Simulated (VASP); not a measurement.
# Se (R-3m) in VASP: a series of runs

The runs below take Se through single point, with PBE.

Everything below comes from runs of VASP 6.6.1. Logs are shortened: lines on timing, memory, paths and dates and some standing lists are left out, and cuts for length are marked.

**1. The cell of the first run**

The typed cell holds 1 atom: a = 2.711 Å, b = 2.711 Å, c = 2.711 Å, α = 90.10°, β = 90.10°, γ = 90.10°.

This isn't the form of Se at room conditions, which is trigonal, of chains.

**2. Single point, PBE (19.94 Å³/atom)**

INCAR

```
SYSTEM = Se
ALGO = Normal
EDIFF = 1E-6
ENCUT = 520
GGA = PE
ISIF = 2
ISMEAR = 0
LASPH = .True.
LCHARG = .False.
LREAL = .False.
LWAVE = .False.
NBANDS = 9
NELM = 100
PREC = Accurate
SIGMA = 0.1
```

KPOINTS

```
k-points
0
Gamma
  15 15 15
  0 0 0
```

POSCAR

```
Se
1.0
    1.9189442372      1.1079029719      1.5628083068
   -1.9189442372      1.1079029719      1.5628083068
    0.0000000000     -2.2158059438      1.5628083068
Se
1
Direct
    0.0000000000      0.0000000000      0.0000000000
```

Potentials or basis: VASP PAW PBE potentials, release 64 (Se).

On the command line:

```bash
> cat potpaw_PBE.64/Se/POTCAR > POTCAR
> mpirun -np 1 vasp_std > vasp.out
```

OUTCAR:

```text
SYSTEM = Se
   EDIFF = 1E-6
   ENCUT = 520
   GGA = PE
   ISIF = 2
   ISMEAR = 0
   LASPH = .True.
   LREAL = .False.
   NELM = 100
   PREC = Accurate

 ion  position               nearest neighbor table
   1  0.000  0.000  0.000-

  LATTYP: Found a trigonal (rhomboedric) cell.
 ALAT       =     2.7114877437
 COS(alpha) =    -0.0017040131

  Lattice vectors:

 A1 = (   1.9189442372,   1.1079029719,   1.5628083068)
 A2 = (  -1.9189442372,   1.1079029719,   1.5628083068)
 A3 = (   0.0000000000,  -2.2158059438,   1.5628083068)

Analysis of symmetry for initial positions (statically):
=====================================================================
 Subroutine PRICEL returns:
 Original cell was already a primitive cell.

 Routine SETGRP: Setting up the symmetry group for a
 trigonal (rhombohedral) supercell.

 Subroutine GETGRP returns: Found 12 space group operations
 (whereof 12 operations were pure point group operations)
 out of a pool of 12 trial point group operations.

The static configuration has the point symmetry D_3d.

Analysis of symmetry for dynamics (positions and initial velocities):
=====================================================================
 Subroutine PRICEL returns:
 Original cell was already a primitive cell.

 Routine SETGRP: Setting up the symmetry group for a
 trigonal (rhombohedral) supercell.

 Subroutine GETGRP returns: Found 12 space group operations
 (whereof 12 operations were pure point group operations)
 out of a pool of 12 trial point group operations.

The dynamic configuration has the point symmetry D_3d.

 Subroutine INISYM returns: Found 12 space group operations
 (whereof 12 operations are pure point group operations),
 and found     1 'primitive' translations

----------------------------------------------------------------------------------------

                                     Primitive cell

  volume of cell :      19.9352

  direct lattice vectors                    reciprocal lattice vectors
     1.918944237  1.107902972  1.562808307     0.260559942  0.150434353  0.213291247
    -1.918944237  1.107902972  1.562808307    -0.260559942  0.150434353  0.213291247
     0.000000000 -2.215805944  1.562808307     0.000000000 -0.300868706  0.213291247

  length of vectors
     2.711487744  2.711487744  2.711487744     0.368802297  0.368802297  0.368802297

[... 80 lines left out ...]
   EDIFFG = 0.1E-04   stopping-criterion for IOM
   NSW    =      0    number of steps for IOM
   IBRION =     -1    ionic relax: 0-MD 1-quasi-New 2-CG
   NFREE  =      0    steps in history (QN), initial steepest desc. (CG)
   ISIF   =      2    stress and relaxation
   ISYM   =      2    0-nonsym 1-usesym 2-fastsym
   POTIM  = 0.5000    time-step for ionic-motion
   TEBEG  =    0.0;   TEEND  =   0.0 temperature during run
   PSTRESS=    0.0 pullay stress
   NELECT =       6.0000    total number of electrons
   NUPDOWN=      -1.0000    fix difference up-down
   EMIN   =  10.00;   EMAX   =-10.00  energy-range for DOS
   EFERMI =   0.00;   METHOD = LEGACY
   ISMEAR =     0;   SIGMA  =   0.10  broadening in eV -4-tet -1-fermi 0-gaus
   EFERMI_NEDOS =   21; number of points for ismear=-14 and -15
   IALGO  =     38    algorithm
   IMIX   =      4    mixing-type and parameters
     AMIX     =   0.40;   BMIX     =  1.00
     AMIX_MAG =   1.60;   BMIX_MAG =  1.00
  volume/ion in A,a.u.               =      19.94       134.53
  Fermi-wavevector in a.u.,A,eV,Ry     =   1.097114  2.073244 16.376762  1.203658
  Thomas-Fermi vector in A             =   2.233468
   LORBIT       =      0    0 simple, 1 ext, 2 COOP (PROOUT), +10 PAW based schemes
   GGA     = PE    functional components
   LHFCALC =     F    Hartree Fock is set to
   AEXX    =    0.0000 exact exchange contribution
   IVDW    =     0    specifies the selected vdW correction
   LEPSILON=     F    determine dielectric tensor
   LRPA    =     F    only Hartree local field effects (RPA)
 non-spin polarized calculation
 Gauss-broadening in eV      SIGMA  =   0.10
  energy-cutoff  :      520.00
  volume of cell :       19.94
 maximum number of plane-waves:       552
   NGX = 11   NGY = 11   NGZ = 11

 number of electron       6.0000002 magnetization

 Free energy of the ion-electron system (eV)
  ---------------------------------------------------
  ext. energy  EPLUGINS =         0.00000000
  ---------------------------------------------------
  free energy    TOTEN  =        -3.24328677 eV

  energy without entropy =       -3.24025435  energy(sigma->0) =       -3.24177056

 E-fermi :   6.3084     XC(G=0): -10.4900

 val. band max:        6.3061601634   @ k =  -0.2667   0.4000   0.2000
 cond. band min:       6.3173456397   @ k =  -0.3333   0.3333   0.2000
 fundamental gap:      0.0111854763
 Fermi energy:         6.3083542563

 k-point     1 :       0.0000    0.0000    0.0000
  band No.  band energies     occupation
      1     -10.9421      2.00000
      2       7.8786      0.00000
      3       7.8935      0.00000
      4       7.8935      0.00000
      5      13.8244      0.00000
      6      13.8244      0.00000
      7      14.8821      0.00000
      8      29.7764      0.00000
      9      29.7893      0.00000
[... 265 lines left out ...]
 k-point    24 :       0.2000    0.1333    0.0000
  band No.  band energies     occupation
      1     -10.0039      2.00000
      2       3.6954      2.00000
      3       5.8734      2.00000
      4       8.6304      0.00000
      5      15.1203      0.00000
      6      17.7098      0.00000
      7      19.5867      0.00000
      8      22.2991      0.00000
      9      24.8540      0.00000

 [... further k-points ...]

------------------------ aborting loop because EDIFF is reached ----------------------------------------

  FORCE on cell =-STRESS in cart. coord.  units (eV):
  Direction    XX          YY          ZZ          XY          YZ          ZX
  --------------------------------------------------------------------------------------
  -------------------------------------------------------------------------------------
  Total        1.5093853      1.5093853      1.4962570     -0.0000000      0.0000000      0.0000000
  in kB      121.3080604    121.3080604    120.2529519     -0.0000000      0.0000000      0.0000000
  external PRESSURE =     120.9563576 kB  Pullay stress =       0.0000000 kB

 VOLUME and BASIS-vectors are now :
 -----------------------------------------------------------------------------
  energy-cutoff  :      520.00
  volume of cell :       19.94
      direct lattice vectors                 reciprocal lattice vectors
     1.918944237  1.107902972  1.562808307     0.260559942  0.150434353  0.213291247
    -1.918944237  1.107902972  1.562808307    -0.260559942  0.150434353  0.213291247
     0.000000000 -2.215805944  1.562808307     0.000000000 -0.300868706  0.213291247

 POSITION                                       TOTAL-FORCE (eV/Angst)
 -----------------------------------------------------------------------------------
      0.00000      0.00000      0.00000         0.000000      0.000000     -0.000000
 -----------------------------------------------------------------------------------
    total drift:                               -0.000000     -0.000000     -0.000000

  FREE ENERGIE OF THE ION-ELECTRON SYSTEM (eV)
  ---------------------------------------------------
  free  energy   TOTEN  =        -3.2432867682 eV

  energy  without entropy=       -3.2402543509  energy(sigma->0) =       -3.24177056
```

stdout:

```text
POSCAR found type information on POSCAR Se
 POSCAR found :  1 types and       1 ions
 scaLAPACK will be used
 LDA part: xc-table for (Slater+PW92), standard interpolation
 POSCAR, INCAR and KPOINTS ok, starting setup
 FFT: planning ... GRIDC
 FFT: planning ... GRID_SOFT
 FFT: planning ... GRID
 WAVECAR not read
 entering main loop
```

Run time: 40 s. Hardware: 1 thread of AMD EPYC 7R13, shared host; peak memory 0.14 GiB.

What came out:

```
Free energy            : -3.2433 eV
Pressure               : 12.1 GPa
Band gap on the k mesh : zero (bands 3 and 4 overlap by 7.09 eV)
```

Stress tensor (GPa, compression positive):
```
12.13  0.00  0.00
 0.00 12.13  0.00
 0.00  0.00 12.03
```

Levels at points of the mesh, in eV from the Fermi level:
```csv
k point,band 1,band 2,band 3,band 4,band 5,band 6,band 7,band 8
"(0.00, 0.00, 0.00)",-17.25,1.57,1.59,1.59,7.52,7.52,8.57,23.47
```

Caveat: the cell stands under pressure.

**3. Single point, PBE (20.61 Å³/atom)**

This run uses another cell than the first one, of 20.61 Å³/atom.

INCAR

```
SYSTEM = Se
ALGO     = Normal         ! electronic algorithm
EDIFF    = 1E-6           ! SCF threshold, eV
ENCUT    = 520            ! plane-wave cutoff, eV
GGA      = PE             ! functional
ISIF     = 2              ! what is computed and relaxed
ISMEAR   = 0              ! smearing method
LASPH    = .True.         ! aspherical terms in the spheres
LCHARG   = .False.        ! write CHGCAR
LREAL    = .False.        ! projectors in reciprocal space
LWAVE    = .False.        ! write WAVECAR
NBANDS   = 9              ! bands
NELM     = 80             ! most SCF steps
PREC     = Accurate       ! precision mode
SIGMA    = 0.1            ! smearing width, eV
```

KPOINTS is that of step 2.

POSCAR

```
Se
1.0
    1.9405072132      1.1203523619      1.5803694206
   -1.9405072132      1.1203523619      1.5803694206
    0.0000000000     -2.2407047238      1.5803694206
Se
1
Direct
    0.0000000000      0.0000000000      0.0000000000
```

Potentials or basis: VASP PAW PBE potentials, release 64 (Se).

On the command line:

```bash
> cat potpaw_PBE.64/Se/POTCAR > POTCAR
> mpirun -np 1 vasp_std > vasp.out
```

Wall time 45 s (1 thread of AMD EPYC 7R13, shared host); peak memory 0.14 GiB.

Results (log left out):

| Item | Value |
| --- | --- |
| Free energy | -3.2863 eV |
| Pressure | 8.3 GPa |
| Band gap on the k mesh | zero (bands 3 and 4 overlap by 6.81 eV) |

Levels at points of the mesh, in eV from the Fermi level:
```tsv
k point	band 1	band 2	band 3	band 4	band 5	band 6	band 7
(0.00, 0.00, 0.00)	-16.90	1.52	1.54	1.54	7.59	7.59	8.38
```

Caveat: the cell stands under pressure.

**4. Single point, PBE (21.29 Å³/atom)**

This run uses another cell than the first one, of 21.29 Å³/atom.

INCAR

```
PREC     = Accurate       # precision mode
ENCUT    = 520            # plane-wave cutoff, eV
EDIFF    = 1E-6           # SCF threshold, eV
ISMEAR   = 0              # smearing method
SIGMA    = 0.1            # smearing width, eV
LREAL    = False          # projectors in reciprocal space
LASPH    = True           # aspherical terms in the spheres
NELM     = 60             # most SCF steps
ALGO     = Normal         # electronic algorithm
ISIF     = 2              # what is computed and relaxed
LWAVE    = False          # write WAVECAR
LCHARG   = True           # write CHGCAR
GGA      = PE             # functional
LELF     = True           # ELF
LVHAR    = True         
NBANDS   = 9              # bands
```

KPOINTS

```
Automatic mesh
0
Gamma
  15 15 15
```

POSCAR

```
Se
1.0
    1.9616013355      1.1325310591      1.5975486950
   -1.9616013355      1.1325310591      1.5975486950
    0.0000000000     -2.2650621182      1.5975486950
Se
1
Direct
    0.0000000000      0.0000000000      0.0000000000
```

On the command line:

```bash
> cat potpaw_PBE.64/Se/POTCAR > POTCAR
> mpirun -np 1 vasp_std > vasp.out
```

It took 84 s on 1 thread of AMD EPYC 7R13, shared host; peak memory 0.16 GiB.

The run converged. Its results:

```
Free energy            : -3.3144 eV
Pressure               : 5.1 GPa
Band gap on the k mesh : zero (bands 3 and 4 overlap by 6.54 eV)
```

Levels at points of the mesh, in eV from the Fermi level:
```csv
k point,band 1,band 2,band 3,band 4,band 5,band 6,band 7,band 8
"(0.00, 0.00, 0.00)",-16.58,1.48,1.49,1.49,7.66,7.66,8.20,22.78
```

Caveat: the cell stands under pressure.

**5. Summary**

```csv
cell,gap on the mesh (eV),pressure (GPa)
"a = 2.711 Å, angles 90.1°, 1 atom",none,12.1
"a = 2.742 Å, angles 90.1°, 1 atom",none,8.3
"a = 2.772 Å, angles 90.1°, 1 atom",none,5.1
```

Alike in all rows: task single point; level PBE; potentials or basis VASP PAW PBE potentials, release 64 (Se); no spin polarisation; k mesh 15 × 15 × 15; cutoff (eV) 520; smearing gaussian 0.1 eV.

Caveats: the cell stands under pressure.

Absolute energies hang on the potentials; compare differences alone.
